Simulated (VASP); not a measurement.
Ag:

```
Ag
1.0
     0.00000    2.84497    2.84497
     2.84497    0.00000    2.84497
     2.84497    2.84497    0.00000
Ag
2
Direct
  0.12500 0.12500 0.12500
  0.87500 0.87500 0.87500
```

| Quantity | Value |
| --- | --- |
| Program | VASP 6.6.1 |
| Task | relaxation of cell and atoms |
| Functional | revPBE |
| Potentials or basis | VASP PAW PBE potentials, release 64 (Ag) |
| Cutoff | 600 eV |
| k mesh | 10 × 10 × 10 |
| Occupations | fermi-dirac, width 0.1 eV |
| Spin | no spin polarisation |

At the start: pressure 18.9 GPa; volume 23.03 Å³/atom.

Q: How do energy, volume and symmetry change on relaxing?

A: Over 4 steps the energy falls by 358.3 meV/atom and the volume is 31.77 Å³/atom (+38.0 %); space group Fd-3m (No. 227, to 0.05 Å).

Step by step:
| step | energy change (eV) | largest force (eV/Å) | pressure (GPa) | volume (Å³) |
| --- | --- | --- | --- | --- |
| 1 | 0.0000 | 0.0000 | 18.92 | 46.05 |
| 2 | -0.7061 | 0.0000 | -0.99 | 66.66 |
| 3 | -0.7157 | 0.0000 | 0.33 | 62.60 |
| 4 | -0.7166 | 0.0000 | -0.03 | 63.54 |

Final structure:
```
Ag
1.0
     0.00000    3.16719    3.16719
     3.16719    0.00000    3.16719
     3.16719    3.16719    0.00000
Ag
2
Direct
  0.12500 0.12500 0.12500
  0.87500 0.87500 0.87500
```

Caveat: the volume moved by over 15 % at a fixed basis, so the end points are rough; the PAW data sets were made with another functional, which shifts forces and pressure a little.
